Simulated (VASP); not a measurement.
# TePb (Fm-3m) in VASP: elastic constants with r2SCAN

Aim: the elastic constants of TePb with r2SCAN.

Everything below comes from runs of VASP 6.6.1. Logs are shortened: lines on timing, memory, paths and dates and some standing lists are left out, and cuts for length are marked.

**1. The cell of the first run**

It takes space group Fm-3m (No. 225, cubic). Conventional cell: a = 6.487 Å, b = 6.487 Å, c = 6.487 Å, α = 90.00°, β = 90.00°, γ = 90.00°. Within 4.3 Å of Te (site symmetry m-3m) lie 6 Pb at 3.24 Å. Pb (site symmetry m-3m) has 6 Te at 3.24 Å within 4.3 Å.

**2. Elastic constants, r2SCAN**

INCAR

```
PREC = Accurate
ENCUT = 600
EDIFF = 1E-8
ISMEAR = 0
SIGMA = 0.01
LREAL = F
LASPH = T
NELM = 80
ALGO = Normal
ISIF = 3
LWAVE = F
LCHARG = F
METAGGA = R2SCAN
LMIXTAU = T
NBANDS = 17
IBRION = 6
NFREE = 2
POTIM = 0.015
NSW = 1
```

KPOINTS

```
regular mesh
0
Gamma
  6 6 6
```

POSCAR

```
TePb
1.0
    0.0000000000      3.2436849825      3.2436849825
    3.2436849825      0.0000000000      3.2436849825
    3.2436849825      3.2436849825      0.0000000000
Te Pb
1 1
Direct
    0.5000000000      0.5000000000      0.5000000000
    0.0000000000      0.0000000000      0.0000000000
```

Potentials or basis: VASP PAW PBE potentials, release 64 (Te, Pb_d).

On the command line:

```sh
$ cat potpaw_PBE.64/Te/POTCAR potpaw_PBE.64/Pb_d/POTCAR > POTCAR
$ mpirun -np 1 vasp_std > vasp.out
```

OUTCAR:

```text
PREC = Accurate
   ENCUT = 600
   EDIFF = 1E-8
   ISMEAR = 0
   LREAL = F
   LASPH = T
   NELM = 80
   ISIF = 3
   METAGGA = R2SCAN
   IBRION = 6
   NFREE = 2
   POTIM = 0.015
   NSW = 1

 ion  position               nearest neighbor table
   1  0.500  0.500  0.500-   2 3.24   2 3.24   2 3.24   2 3.24   2 3.24   2 3.24
   2  0.000  0.000  0.000-   1 3.24   1 3.24   1 3.24   1 3.24   1 3.24   1 3.24

  LATTYP: Found a face centered cubic cell.
 ALAT       =     6.4873699650

  Lattice vectors:

 A1 = (   0.0000000000,   3.2436849825,   3.2436849825)
 A2 = (   3.2436849825,   0.0000000000,   3.2436849825)
 A3 = (   3.2436849825,   3.2436849825,   0.0000000000)

Analysis of symmetry for initial positions (statically):
=====================================================================
 Subroutine PRICEL returns:
 Original cell was already a primitive cell.

 Routine SETGRP: Setting up the symmetry group for a
 face centered cubic supercell.

 Subroutine GETGRP returns: Found 48 space group operations
 (whereof 48 operations were pure point group operations)
 out of a pool of 48 trial point group operations.

The static configuration has the point symmetry O_h .

Analysis of symmetry for dynamics (positions and initial velocities):
=====================================================================
 Subroutine PRICEL returns:
 Original cell was already a primitive cell.

 Routine SETGRP: Setting up the symmetry group for a
 face centered cubic supercell.

 Subroutine GETGRP returns: Found 48 space group operations
 (whereof 48 operations were pure point group operations)
 out of a pool of 48 trial point group operations.

The dynamic configuration has the point symmetry O_h .

 Subroutine INISYM returns: Found 48 space group operations
 (whereof 48 operations are pure point group operations),
 and found     1 'primitive' translations

----------------------------------------------------------------------------------------

                                     Primitive cell

  volume of cell :      68.2568

  direct lattice vectors                    reciprocal lattice vectors
     0.000000000  3.243684983  3.243684983    -0.154145672  0.154145672  0.154145672
     3.243684983  0.000000000  3.243684983     0.154145672 -0.154145672  0.154145672
     3.243684983  3.243684983  0.000000000     0.154145672  0.154145672 -0.154145672

  length of vectors
     4.587263294  4.587263294  4.587263294     0.266988135  0.266988135  0.266988135

  position of ions in fractional coordinates (direct lattice)
     0.500000000  0.500000000  0.500000000
     0.000000000  0.000000000  0.000000000

  ion indices of the primitive-cell ions
   primitive index   ion index
                 1           1
                 2           2

----------------------------------------------------------------------------------------

 KPOINTS: regular mesh

Automatic generation of k-mesh.
 Grid dimensions read from file:
 generate k-points for:    6    6    6

 Generating k-lattice:
[... 86 lines left out ...]
 Gauss-broadening in eV      SIGMA  =   0.01
  energy-cutoff  :      600.00
  volume of cell :       68.26
 maximum number of plane-waves:      2301
 NGX is ok and might be reduce to    40
   NGX = 19   NGY = 19   NGZ = 19

--------------------------------------- Ionic step        1  -------------------------------------------

 number of electron      19.9999999 magnetization

 Free energy of the ion-electron system (eV)
  ---------------------------------------------------
  ext. energy  EPLUGINS =         0.00000000
  ---------------------------------------------------
  free energy    TOTEN  =       -82.70202037 eV

  energy without entropy =      -82.70202037  energy(sigma->0) =      -82.70202037

------------------------ aborting loop because EDIFF is reached ----------------------------------------

  FORCE on cell =-STRESS in cart. coord.  units (eV):
  Direction    XX          YY          ZZ          XY          YZ          ZX
  --------------------------------------------------------------------------------------
  -------------------------------------------------------------------------------------
  Total        0.4276497      0.4276497      0.4276497      0.0000000      0.0000000     -0.0000000
  in kB       10.0381279     10.0381279     10.0381279      0.0000000      0.0000000     -0.0000000
  external PRESSURE =      10.0381279 kB  Pullay stress =       0.0000000 kB
[... 89 lines left out ...]
  FREE ENERGIE OF THE ION-ELECTRON SYSTEM (eV)
  ---------------------------------------------------
  free  energy   TOTEN  =       -82.6891510337 eV

  energy  without entropy=      -82.6891510337  energy(sigma->0) =      -82.68915103

[... ionic steps 4 to 14 ...]

--------------------------------------- Ionic step       15  -------------------------------------------

 number of electron      19.9999999 magnetization

------------------------ aborting loop because EDIFF is reached ----------------------------------------
[... 67 lines left out ...]
--------------------------------------- Ionic step       17  -------------------------------------------

 number of electron      19.9999999 magnetization

 Free energy of the ion-electron system (eV)
  ---------------------------------------------------
  ext. energy  EPLUGINS =         0.00000000
  ---------------------------------------------------
  free energy    TOTEN  =       -82.70199845 eV

  energy without entropy =      -82.70199845  energy(sigma->0) =      -82.70199845

 E-fermi :   5.4869     XC(G=0):  -9.7593

 val. band max:        5.3594694122   @ k =   0.5000   0.0000   0.0000
 cond. band min:       6.4076608324   @ k =   0.5000   0.0000   0.0000
 fundamental gap:      1.0481914202
 Fermi energy:         5.4869268621

 k-point     1 :       0.0000    0.0000    0.0000
  band No.  band energies     occupation
      1     -11.9971      2.00000
      2     -11.9971      2.00000
      3     -11.9860      2.00000
      4     -11.9859      2.00000
      5     -11.9859      2.00000
      6      -7.0571      2.00000
[... 457 lines left out ...]
      4     -11.9719      2.00000
      5     -11.9670      2.00000
      6      -5.2698      2.00000
[... 9 lines left out ...]
     16      14.2366      0.00000
     17      16.2638      0.00000

 [... further k-points ...]
[... 5 lines left out ...]
  --------------------------------------------------------------------------------------
  -------------------------------------------------------------------------------------
  Total        0.4311139      0.4277275      0.4277275      0.0000000      0.0000000      0.0000000
  in kB       10.1194432     10.0399556     10.0399556      0.0000000      0.0000000      0.0000000
  external PRESSURE =      10.0664515 kB  Pullay stress =       0.0000000 kB
[... 17 lines left out ...]
  FREE ENERGIE OF THE ION-ELECTRON SYSTEM (eV)
  ---------------------------------------------------
  free  energy   TOTEN  =       -82.7019984494 eV

  energy  without entropy=      -82.7019984494  energy(sigma->0) =      -82.70199845

 INTERNAL STRAIN TENSORS FROM STRAINED CELLS
 ============================================

 INTERNAL STRAIN TENSOR FOR ION    1 for displacements in x,y,z  (eV/Angst):
          X           Y           Z          XY          YZ          ZX
  --------------------------------------------------------------------------------
  x    -0.00000    -0.00000     0.00000    -0.00000     0.00000     0.00000
  y    -0.00000     0.00000    -0.00000     0.00000    -0.00000    -0.00000
  z    -0.00000     0.00000     0.00000    -0.00000     0.00000    -0.00000

 INTERNAL STRAIN TENSORS FROM DISPLACED ATOMS
 ============================================

 INTERNAL STRAIN TENSOR FOR ION    1 for displacements in x,y,z  (eV/Angst):
          X           Y           Z          XY          YZ          ZX
  --------------------------------------------------------------------------------
  x     0.00000     0.00000     0.00000     0.00000     0.00000     0.00000
  y     0.00000     0.00000     0.00000     0.00000     0.00000     0.00000
  z     0.00000     0.00000     0.00000     0.00000     0.00000     0.00000

 INTERNAL STRAIN TENSOR FOR ION    2 for displacements in x,y,z  (eV/Angst):
          X           Y           Z          XY          YZ          ZX
  --------------------------------------------------------------------------------
  x     0.00000     0.00000     0.00000     0.00000     0.00000     0.00000
  y     0.00000     0.00000     0.00000     0.00000     0.00000     0.00000
  z     0.00000     0.00000     0.00000     0.00000     0.00000     0.00000

 Eigenvectors and eigenvalues of the dynamical matrix
 ----------------------------------------------------

   1 f  =    0.784324 THz     4.928056 2PiTHz   26.162247 cm-1     3.243704 meV
             X         Y         Z           dx          dy          dz
      3.243685  3.243685  3.243685     0.000000    0.786640    0.000000
      0.000000  0.000000  0.000000     0.000000   -0.617412    0.000000
[... 21 lines left out ...]
   6 f/i=    0.000060 THz     0.000377 2PiTHz    0.002003 cm-1     0.000248 meV
             X         Y         Z           dx          dy          dz
      3.243685  3.243685  3.243685     0.000000    0.000000   -0.617412
      0.000000  0.000000  0.000000     0.000000    0.000000   -0.786640

--------------------------------------------------------------------------------------------------------

 ELASTIC MODULI CONTR FROM IONIC RELAXATION (kBar)
 Direction    XX          YY          ZZ          XY          YZ          ZX
 --------------------------------------------------------------------------------
 XX           0.0000      0.0000      0.0000      0.0000      0.0000      0.0000
 YY           0.0000      0.0000      0.0000      0.0000      0.0000      0.0000
 ZZ           0.0000      0.0000      0.0000      0.0000      0.0000      0.0000
 XY           0.0000      0.0000      0.0000      0.0000      0.0000      0.0000
 YZ           0.0000      0.0000      0.0000      0.0000      0.0000      0.0000
 ZX           0.0000      0.0000      0.0000      0.0000      0.0000      0.0000
 --------------------------------------------------------------------------------

 TOTAL ELASTIC MODULI (kBar)
 Direction    XX          YY          ZZ          XY          YZ          ZX
 --------------------------------------------------------------------------------
 XX        1259.9099     61.4664     61.4664      0.0000      0.0000     -0.0000
 YY          61.4664   1259.9099     61.4664     -0.0000      0.0000     -0.0000
 ZZ          61.4664     61.4664   1259.9099      0.0000      0.0000     -0.0000
 XY           0.0000     -0.0000      0.0000    153.9820      0.0000      0.0000
 YZ           0.0000      0.0000      0.0000      0.0000    153.9820     -0.0000
 ZX          -0.0000     -0.0000     -0.0000      0.0000     -0.0000    153.9820
 --------------------------------------------------------------------------------
```

Wall time 1.7 h (1 thread of Oxide Virtual Turin-like, shared host); peak memory 0.37 GiB.

What came out:

```
Elastic constants C11, C12, C44                         : 126, 6, 15 GPa
Voigt bulk modulus                                      : 46 GPa
Highest phonon frequency at Γ, LO-TO splitting left out : 26 cm⁻¹
```

Phonon frequencies in cm⁻¹ (negative: imaginary):
| q point | frequencies |
| --- | --- |
| (0.000, 0.000, 0.000) | 0 0 0 26 26 26 |

Elastic tensor in Voigt notation (GPa, in the Cartesian axes of the cell as first typed):
```
126   6   6   0   0   0
  6 126   6   0   0   0
  6   6 126   0   0   0
  0   0   0  15   0   0
  0   0   0   0  15   0
  0   0   0   0   0  15
```

Clamped-ion elastic tensor (GPa):
```
126   6   6   0   0   0
  6 126   6   0   0   0
  6   6 126   0   0   0
  0   0   0  15   0   0
  0   0   0   0  15   0
  0   0   0   0   0  15
```

Caveat: the cell is under stress, which shifts elastic constants; the PAW data sets were made with another functional, which shifts forces and pressure a little; spin-orbit coupling is left out, which moves the levels of the heavy elements.
